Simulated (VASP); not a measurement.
# MoS2 (P3m1) in VASP: a series of runs

MoS2 is run at these levels: PBE+D3(BJ); tasks: single point.

All numbers are computed with VASP 6.6.1; they aren't measurements. Logs are shortened: lines on timing, memory, paths and dates and some standing lists are left out, and cuts for length are marked.

## Step 1: The cell of the first run

Symmetry: P3m1, No. 156, trigonal system. The conventional cell has a = 3.153 Å, b = 3.153 Å, c = 18.740 Å, α = 90.00°, β = 90.00°, γ = 120.00°. Within 3.2 Å of Mo (site symmetry 3m) lie 6 S at 2.40 Å and 6 Mo at 3.15 Å. Mo (site symmetry 3m) has 6 S at 2.40 Å and 6 Mo at 3.15 Å within 3.2 Å. Within 3.2 Å of Mo (site symmetry 3m) lie 6 S at 2.40 Å and 6 Mo at 3.15 Å. Within 3.2 Å of S (site symmetry 3m) lie 3 Mo at 2.40 Å and 7 S at 3.13 to 3.15 Å. S (site symmetry 3m) has 3 Mo at 2.40 Å and 7 S at 3.13 to 3.15 Å within 3.2 Å. Within 3.2 Å of S (site symmetry 3m) lie 3 Mo at 2.40 Å and 7 S at 3.13 to 3.15 Å. Within 3.2 Å of S (site symmetry 3m) lie 3 Mo at 2.40 Å and 7 S at 3.13 to 3.15 Å. Within 3.2 Å of S (site symmetry 3m) lie 3 Mo at 2.40 Å and 7 S at 3.13 to 3.15 Å.

## Step 2: Single point, PBE+D3(BJ) (the distance across one plane changed)

File INCAR:

```
ALGO = Normal ; EDIFF = 1E-7
ENCUT = 520 ; GGA = PE
ISIF = 2 ; ISMEAR = 0
IVDW = 12 ; LASPH = True
LCHARG = True ; LELF = True
LREAL = False ; LVHAR = True
LWAVE = False ; NBANDS = 49
NELM = 100 ; PREC = Accurate
SIGMA = 0.05
```

File KPOINTS:

```
k-points
0
Gamma
  10 10 2
```

File POSCAR:

```
MoS2
1.0
   -1.5764743774     -2.7305337185      0.0000000000
    1.5764743774     -2.7305337185      0.0000000000
    0.0000000000      0.0000000000     18.7396049492
Mo S
3 6
Direct
    1.0000000000      1.0000000000      0.8000140895
    0.3333333333      0.3333333333      0.1600288818
    0.6666666667      0.6666666667      0.4800214857
    1.0000000000      1.0000000000      0.5634197388
    0.3333333333      0.3333333333      0.8834123427
    0.6666666667      0.6666666667      0.2434271349
    1.0000000000      1.0000000000      0.3965414925
    0.3333333333      0.3333333333      0.7165340964
    0.6666666667      0.6666666667      0.0765488887
```

Potentials or basis: VASP PAW PBE potentials, release 64 (Mo_sv, S).

Command:

```console
$ cat potpaw_PBE.64/Mo_sv/POTCAR potpaw_PBE.64/S/POTCAR > POTCAR
$ mpirun -np 1 vasp_std > vasp.out
```

OUTCAR:

```text
EDIFF = 1E-7
   ENCUT = 520
   GGA = PE
   ISIF = 2
   ISMEAR = 0
   IVDW = 12
   LASPH = True
   LREAL = False
   NELM = 100
   PREC = Accurate
 IVDW          = 12

 ion  position               nearest neighbor table
   1  0.000  0.000  0.800-   5 2.40   5 2.40   5 2.40   8 2.40   8 2.40   8 2.40
   2  0.333  0.333  0.160-   6 2.40   6 2.40   6 2.40   9 2.40   9 2.40   9 2.40
   3  0.667  0.667  0.480-   4 2.40   4 2.40   4 2.40   7 2.40   7 2.40   7 2.40
   4  0.000  0.000  0.563-   3 2.40   3 2.40   3 2.40
   5  0.333  0.333  0.883-   1 2.40   1 2.40   1 2.40
   6  0.667  0.667  0.243-   2 2.40   2 2.40   2 2.40
   7  0.000  0.000  0.397-   3 2.40   3 2.40   3 2.40
   8  0.333  0.333  0.717-   1 2.40   1 2.40   1 2.40
   9  0.667  0.667  0.077-   2 2.40   2 2.40   2 2.40

  LATTYP: Found a hexagonal cell.
 ALAT       =     3.1529487548
 C/A-ratio  =     5.9435171347

  Lattice vectors:

 A1 = (  -1.5764743774,   2.7305337185,   0.0000000000)
 A2 = (  -1.5764743774,  -2.7305337185,   0.0000000000)
 A3 = (   0.0000000000,   0.0000000000,  18.7396049492)

Analysis of symmetry for initial positions (statically):
=====================================================================
 Subroutine PRICEL returns:
 Original cell was already a primitive cell.

 Routine SETGRP: Setting up the symmetry group for a
 hexagonal supercell.

 Subroutine GETGRP returns: Found  6 space group operations
 (whereof  6 operations were pure point group operations)
 out of a pool of 24 trial point group operations.

The static configuration has the point symmetry C_3v.

Analysis of symmetry for dynamics (positions and initial velocities):
=====================================================================
 Subroutine PRICEL returns:
 Original cell was already a primitive cell.

 Routine SETGRP: Setting up the symmetry group for a
 hexagonal supercell.

 Subroutine GETGRP returns: Found  6 space group operations
 (whereof  6 operations were pure point group operations)
 out of a pool of 24 trial point group operations.

The dynamic configuration has the point symmetry C_3v.

 Subroutine INISYM returns: Found  6 space group operations
 (whereof  6 operations are pure point group operations),
 and found     1 'primitive' translations

----------------------------------------------------------------------------------------

                                     Primitive cell

  volume of cell :     161.3336

  direct lattice vectors                    reciprocal lattice vectors
    -1.576474377 -2.730533718  0.000000000    -0.317163417 -0.183114384  0.000000000
     1.576474377 -2.730533718  0.000000000     0.317163417 -0.183114384  0.000000000
     0.000000000  0.000000000 18.739604949     0.000000000  0.000000000  0.053362918

  length of vectors
     3.152948755  3.152948755 18.739604949     0.366228768  0.366228768  0.053362918

  position of ions in fractional coordinates (direct lattice)
     0.000000000  0.000000000  0.800014090
     0.333333333  0.333333333  0.160028882
     0.666666667  0.666666667  0.480021486
     0.000000000  0.000000000  0.563419739
     0.333333333  0.333333333  0.883412343
     0.666666667  0.666666667  0.243427135
     0.000000000  0.000000000  0.396541492
     0.333333333  0.333333333  0.716534096
     0.666666667  0.666666667  0.076548889

  ion indices of the primitive-cell ions
   primitive index   ion index
                 1           1
                 2           2
                 3           3
                 4           4
                 5           5
                 6           6
                 7           7
                 8           8
                 9           9

----------------------------------------------------------------------------------------

 KPOINTS: k-points

Automatic generation of k-mesh.
 Grid dimensions read from file:
 generate k-points for:   10   10    2

 Generating k-lattice:

  Cartesian coordinates                     Fractional coordinates (reciprocal lattice)
    -0.031716342 -0.018311438  0.000000000     0.100000000  0.000000000  0.000000000
     0.031716342 -0.018311438  0.000000000     0.000000000  0.100000000  0.000000000
     0.000000000  0.000000000  0.026681459     0.000000000  0.000000000  0.500000000

  Length of vectors
     0.036622877  0.036622877  0.026681459

  Shift w.r.t. Gamma in fractional coordinates (k-lattice)
     0.000000000  0.000000000  0.000000000

 Subroutine IBZKPT returns following result:
 ===========================================

 Found     28 irreducible k-points:

 Following reciprocal coordinates:
            Coordinates               Weight
  0.000000  0.000000  0.000000      1.000000
  0.100000 -0.000000  0.000000      6.000000
  0.200000 -0.000000  0.000000      6.000000
  0.300000 -0.000000  0.000000      6.000000
  0.400000 -0.000000  0.000000      6.000000
  0.500000 -0.000000  0.000000      3.000000
[... 16 lines left out ...]
  0.400000  0.100000  0.500000     12.000000
  0.500000  0.100000  0.500000     12.000000
 [... further k-points ...]
   k-points           NKPTS =     28   k-points in BZ     NKDIM =     28   number of bands    NBANDS=     49
   number of dos      NEDOS =    301   number of ions     NIONS =      9
   total plane-waves  NPLWV =  80640
   dimension x,y,z NGX =    24 NGY =   24 NGZ =  140
   dimension x,y,z NGXF=    48 NGYF=   48 NGZF=  280
   ions per type =               3   6
   NGX,Y,Z   is equivalent  to a cutoff of  12.65, 12.65, 12.42 a.u.
   NGXF,Y,Z  is equivalent  to a cutoff of  25.31, 25.31, 24.84 a.u.
 SYSTEM =  unknown system
   PREC   = accura    normal or accurate (medium, high low for compatibility)
   ISTART =      0    job   : 0-new  1-cont  2-samecut
   ICHARG =      2    charge: 1-file 2-atom 10-const
   ISPIN  =      1    spin polarized calculation?
   LNONCOLLINEAR =      F non collinear calculations
   LSORBIT =      F    spin-orbit coupling
   LASPH  =      T    aspherical Exc in radial PAW
   ENCUT  =  520.0 eV  38.22 Ry    6.18 a.u.   5.86  5.86 34.84*2*pi/ulx,y,z
   NELM   =    100;   NELMIN=  2; NELMDL= -5     # of ELM steps
   EDIFF  = 0.1E-06   stopping-criterion for ELM
   LREAL  =      F    real-space projection
   EDIFFG = 0.1E-05   stopping-criterion for IOM
   NSW    =      0    number of steps for IOM
   IBRION =     -1    ionic relax: 0-MD 1-quasi-New 2-CG
   NFREE  =      0    steps in history (QN), initial steepest desc. (CG)
   ISIF   =      2    stress and relaxation
   ISYM   =      2    0-nonsym 1-usesym 2-fastsym
   POTIM  = 0.5000    time-step for ionic-motion
   TEBEG  =    0.0;   TEEND  =   0.0 temperature during run
   PSTRESS=    0.0 pullay stress
   NELECT =      78.0000    total number of electrons
   NUPDOWN=      -1.0000    fix difference up-down
   EMIN   =  10.00;   EMAX   =-10.00  energy-range for DOS
   EFERMI =   0.00;   METHOD = LEGACY
   ISMEAR =     0;   SIGMA  =   0.05  broadening in eV -4-tet -1-fermi 0-gaus
   EFERMI_NEDOS =   21; number of points for ismear=-14 and -15
   IALGO  =     38    algorithm
   IMIX   =      4    mixing-type and parameters
     AMIX     =   0.40;   BMIX     =  1.00
     AMIX_MAG =   1.60;   BMIX_MAG =  1.00
  volume/ion in A,a.u.               =      17.93       120.97
  Fermi-wavevector in a.u.,A,eV,Ry     =   1.284886  2.428083 22.462308  1.650933
  Thomas-Fermi vector in A             =   2.417053
   LORBIT       =      0    0 simple, 1 ext, 2 COOP (PROOUT), +10 PAW based schemes
   GGA     = PE    functional components
   LHFCALC =     F    Hartree Fock is set to
   AEXX    =    0.0000 exact exchange contribution
   IVDW    =    12    specifies the selected vdW correction
   LEPSILON=     F    determine dielectric tensor
   LRPA    =     F    only Hartree local field effects (RPA)
 non-spin polarized calculation
 Gauss-broadening in eV      SIGMA  =   0.05
  energy-cutoff  :      520.00
  volume of cell :      161.33
 maximum number of plane-waves:      4370
   NGX = 11   NGY = 11   NGZ = 69

 number of electron      78.0000000 magnetization

 Free energy of the ion-electron system (eV)
  ---------------------------------------------------
  ext. energy  EPLUGINS =         0.00000000
  ---------------------------------------------------
  free energy    TOTEN  =       -65.37167224 eV

  energy without entropy =      -65.37167224  energy(sigma->0) =      -65.37167224

 E-fermi :   7.7966     XC(G=0): -10.7494

 val. band max:        7.4822230716   @ k =   0.0000   0.0000   0.5000
 cond. band min:       8.4191284400   @ k =   0.4000   0.2000   0.0000
 fundamental gap:      0.9369053684
 Fermi energy:         7.7966111784

 k-point     1 :       0.0000    0.0000    0.0000
  band No.  band energies     occupation
      1     -54.0821      2.00000
      2     -54.0494      2.00000
      3     -54.0128      2.00000
      4     -28.2456      2.00000
      5     -28.2140      2.00000
      6     -28.1764      2.00000
[... 41 lines left out ...]
     48       9.8494      0.00000
     49       9.8701      0.00000

 k-point     2 :       0.1000   -0.0000    0.0000
  band No.  band energies     occupation
      1     -54.0781      2.00000
      2     -54.0453      2.00000
      3     -54.0087      2.00000
      4     -28.2377      2.00000
      5     -28.2061      2.00000
      6     -28.1685      2.00000
[... 41 lines left out ...]
     48       9.7527      0.00000
     49       9.8539      0.00000

 k-point     3 :       0.2000   -0.0000    0.0000
  band No.  band energies     occupation
      1     -54.0675      2.00000
      2     -54.0347      2.00000
      3     -53.9981      2.00000
      4     -28.2170      2.00000
      5     -28.1854      2.00000
      6     -28.1496      2.00000
[... 1081 lines left out ...]
     48      10.3697      0.00000
     49      11.1665      0.00000

 k-point    24 :       0.5000    0.1000    0.5000
  band No.  band energies     occupation
      1     -54.0396      2.00000
      2     -54.0068      2.00000
      3     -53.9703      2.00000
      4     -28.3930      2.00000
      5     -28.3609      2.00000
      6     -28.3237      2.00000
[... 41 lines left out ...]
     48      10.7543      0.00000
     49      10.9575      0.00000

 [... further k-points ...]

------------------------ aborting loop because EDIFF is reached ----------------------------------------

 Edisp (eV)   -3.81644

 E8    (eV) :    -1.5409

  FORCE on cell =-STRESS in cart. coord.  units (eV):
  Direction    XX          YY          ZZ          XY          YZ          ZX
  --------------------------------------------------------------------------------------
  -------------------------------------------------------------------------------------
  Total      -0.15306    -0.15306    -0.56841     0.00000    -0.00000     0.00000
  in kB      -1.52005    -1.52005    -5.64478     0.00000    -0.00000     0.00000
  external pressure =       -2.89 kB  Pullay stress =        0.00 kB

 VOLUME and BASIS-vectors are now :
 -----------------------------------------------------------------------------
  energy-cutoff  :      520.00
  volume of cell :      161.33
      direct lattice vectors                 reciprocal lattice vectors
    -1.576474377 -2.730533718  0.000000000    -0.317163417 -0.183114384  0.000000000
     1.576474377 -2.730533718  0.000000000     0.317163417 -0.183114384  0.000000000
     0.000000000  0.000000000 18.739604949     0.000000000  0.000000000  0.053362918

 POSITION                                       TOTAL-FORCE (eV/Angst)
 -----------------------------------------------------------------------------------
      0.00000      0.00000     14.99195         0.000000     -0.000000     -0.014587
      0.00000     -1.82036      2.99888         0.000000     -0.000000     -0.006136
      0.00000     -3.64071      8.99541        -0.000000      0.000000      0.004492
      0.00000      0.00000     10.55826         0.000000      0.000000     -0.017481
      0.00000     -1.82036     16.55480         0.000000      0.000000      0.134364
      0.00000     -3.64071      4.56173        -0.000000      0.000000     -0.005664
      0.00000      0.00000      7.43103         0.000000      0.000000      0.012985
      0.00000     -1.82036     13.42757        -0.000000      0.000000      0.013185
      0.00000     -3.64071      1.43450         0.000000     -0.000000     -0.121158
 -----------------------------------------------------------------------------------
    total drift:                                0.000000      0.000000      0.000319

  FREE ENERGIE OF THE ION-ELECTRON SYSTEM (eV)
  ---------------------------------------------------
  free  energy   TOTEN  =       -69.1881113758 eV

  energy  without entropy=      -69.1881113758  energy(sigma->0) =      -69.18811138
```

Wall time 2.4 min (1 thread of AMD EPYC 9R45 (Zen 5), shared host); peak memory 0.33 GiB.

What came out:

- Free energy: -69.1881 eV
- Pressure: -0.3 GPa
- Largest force: 0.134 eV/Å
- Band gap on the k mesh: 0.94 eV (least direct gap 1.93 eV)
- Dispersion energy per atom: -0.424 eV

Forces on the atoms (eV/Å):
```
Mo   0.000  0.000 -0.015
Mo   0.000  0.000 -0.006
Mo   0.000  0.000  0.004
S    0.000  0.000 -0.017
S    0.000  0.000  0.134
S    0.000  0.000 -0.006
S    0.000  0.000  0.013
S    0.000  0.000  0.013
S    0.000  0.000 -0.121
```

Caveat: the cell differs from its parent crystal (the distance across one plane changed). A k mesh can miss the band edges.

## Step 3: Single point, PBE+D3(BJ) (the distance across one plane changed)

File INCAR:

```
SYSTEM = MoS2
  PREC = Accurate
  ENCUT = 520
  EDIFF = 1E-6
  ISMEAR = 0
  SIGMA = 0.05
  LREAL = .FALSE.
  LASPH = .TRUE.
  NELM = 60
  ALGO = Normal
  ISIF = 2
  LWAVE = .FALSE.
  LCHARG = .TRUE.
  GGA = PE
  IVDW = 12
  LELF = .TRUE.
  LVHAR = .TRUE.
  NBANDS = 49
```

File KPOINTS:

```
Automatic mesh
0
G
  10 10 2
  0 0 0
```

File POSCAR:

```
MoS2
1.0
   -1.5764743774     -2.7305337185      0.0000000000
    1.5764743774     -2.7305337185      0.0000000000
    0.0000000000      0.0000000000     18.9896049492
Mo S
3 6
Direct
    1.0000000000      1.0000000000      0.7894818261
    0.3333333333      0.3333333333      0.1579220860
    0.6666666667      0.6666666667      0.4737019560
    1.0000000000      1.0000000000      0.5560022630
    0.3333333333      0.3333333333      0.8717821331
    0.6666666667      0.6666666667      0.2402223930
    1.0000000000      1.0000000000      0.3913209851
    0.3333333333      0.3333333333      0.7071008552
    0.6666666667      0.6666666667      0.0755411151
```

Potentials or basis: VASP PAW PBE potentials, release 64 (Mo_sv, S).

Command:

```console
$ cat potpaw_PBE.64/Mo_sv/POTCAR potpaw_PBE.64/S/POTCAR > POTCAR
$ mpirun -np 1 vasp_std > vasp.out
```

Run time: 2.3 min. Hardware: 1 thread of AMD EPYC 9R45 (Zen 5), shared host; peak memory 0.33 GiB.

It converged, with:

| Item | Value |
| --- | --- |
| Free energy | -69.1566 eV |
| Pressure | -0.3 GPa |
| Largest force | 0.134 eV/Å |
| Band gap on the k mesh | 0.96 eV (least direct gap 1.92 eV) |
| Dispersion energy per atom | -0.420 eV |

Forces on the atoms (eV/Å):
```
Mo   0.000  0.000 -0.021
Mo   0.000  0.000 -0.001
Mo   0.000  0.000  0.005
S    0.000  0.000 -0.018
S    0.000  0.000  0.134
S    0.000  0.000 -0.004
S    0.000  0.000  0.013
S    0.000  0.000  0.012
S    0.000  0.000 -0.120
```

Stress tensor (GPa, compression positive):
```
-0.13  0.00  0.00
 0.00 -0.13  0.00
 0.00  0.00 -0.53
```

Levels at points of the mesh, in eV from the valence-band top:
```csv
k point,band 37,band 38,band 39,band 40,band 41,band 42
"(0.00, 0.00, 0.00)",-1.18,-0.28,-0.03,2.05,2.05,2.12
"(0.50, 0.00, 0.00)",-1.43,-1.37,-1.28,1.61,1.65,1.70
"(0.00, 0.00, 0.50)",-0.85,-0.40,0.00,2.05,2.05,2.11
"(0.50, 0.00, 0.50)",-1.45,-1.34,-1.29,1.61,1.65,1.70
```

Caveat: the cell differs from its parent crystal (the distance across one plane changed). A k mesh can miss the band edges.

## Step 4: Single point, PBE+D3(BJ) (the distance across one plane changed)

File INCAR:

```
SYSTEM = MoS2
ALGO     = Normal         ! electronic algorithm
EDIFF    = 1E-6           ! SCF threshold, eV
ENCUT    = 520            ! plane-wave cutoff, eV
GGA      = PE             ! functional
ISIF     = 2              ! what is computed and relaxed
ISMEAR   = 0              ! smearing method
IVDW     = 12             ! dispersion correction
LASPH    = .TRUE.         ! aspherical terms in the spheres
LCHARG   = .FALSE.        ! write CHGCAR
LREAL    = .FALSE.        ! projectors in reciprocal space
LWAVE    = .FALSE.        ! write WAVECAR
NBANDS   = 49             ! bands
NELM     = 80             ! most SCF steps
PREC     = Accurate       ! precision mode
SIGMA    = 0.05           ! smearing width, eV
```

File KPOINTS:

```
k-points
0
G
  10 10 2
  0 0 0
```

File POSCAR:

```
MoS2
1.0
   -1.5764743774     -2.7305337185      0.0000000000
    1.5764743774     -2.7305337185      0.0000000000
    0.0000000000      0.0000000000     19.4896049492
Mo S
3 6
Direct
    1.0000000000      1.0000000000      0.7692279054
    0.3333333333      0.3333333333      0.1538706420
    0.6666666667      0.6666666667      0.4615492737
    1.0000000000      1.0000000000      0.5417381909
    0.3333333333      0.3333333333      0.8494168225
    0.6666666667      0.6666666667      0.2340595592
    1.0000000000      1.0000000000      0.3812817620
    0.3333333333      0.3333333333      0.6889603937
    0.6666666667      0.6666666667      0.0736031303
```

Command:

```console
$ cat potpaw_PBE.64/Mo_sv/POTCAR potpaw_PBE.64/S/POTCAR > POTCAR
$ mpirun -np 1 vasp_std > vasp.out
```

It took 2.4 min on 1 thread of AMD EPYC 9R45 (Zen 5), shared host; peak memory 0.35 GiB.

It converged, with:

| Item | Value |
| --- | --- |
| Free energy | -69.1033 eV |
| Pressure | -0.2 GPa |
| Largest force | 0.117 eV/Å |
| Band gap on the k mesh | 0.99 eV (least direct gap 1.91 eV) |
| Dispersion energy per atom | -0.414 eV |

Forces on the atoms (eV/Å):
```
Mo   0.000  0.000 -0.031
Mo   0.000  0.000  0.010
Mo   0.000  0.000  0.006
S    0.000  0.000 -0.018
S    0.000  0.000  0.117
S    0.000  0.000 -0.002
S    0.000  0.000  0.012
S    0.000  0.000  0.010
S    0.000  0.000 -0.104
```

Stress tensor (GPa, compression positive):
```
-0.10  0.00  0.00
 0.00 -0.10  0.00
 0.00  0.00 -0.40
```

Levels at points of the mesh, in eV from the valence-band top:
| k point | band 37 | band 38 | band 39 | band 40 | band 41 | band 42 |
| --- | --- | --- | --- | --- | --- | --- |
| (0.00, 0.00, 0.00) | -1.12 | -0.31 | -0.02 | 2.06 | 2.06 | 2.12 |
| (0.50, 0.00, 0.00) | -1.43 | -1.36 | -1.27 | 1.61 | 1.66 | 1.72 |
| (0.00, 0.00, 0.50) | -0.92 | -0.38 | 0.00 | 2.06 | 2.06 | 2.12 |
| (0.50, 0.00, 0.50) | -1.44 | -1.34 | -1.27 | 1.61 | 1.66 | 1.72 |

Caveat: the cell differs from its parent crystal (the distance across one plane changed). A k mesh can miss the band edges.

## Step 5: Summary

| cell | gap on the mesh (eV) | pressure (GPa) | largest force (eV/Å) |
| --- | --- | --- | --- |
| a = 3.153, b = 3.153, c = 18.740 Å, angles 90.0, 90.0, 60.0°, 9 atoms | 0.94 | -0.3 | 0.13 |
| a = 3.153, b = 3.153, c = 18.990 Å, angles 90.0, 90.0, 60.0°, 9 atoms | 0.96 | -0.3 | 0.13 |
| a = 3.153, b = 3.153, c = 19.490 Å, angles 90.0, 90.0, 60.0°, 9 atoms | 0.99 | -0.2 | 0.12 |

Alike in all rows: task single point; level PBE+D3(BJ); potentials or basis VASP PAW PBE potentials, release 64 (Mo_sv, S); no spin polarisation; k mesh 10 × 10 × 2; cutoff (eV) 520; smearing gaussian 0.05 eV.

Absolute energies hang on the potentials; compare differences alone.
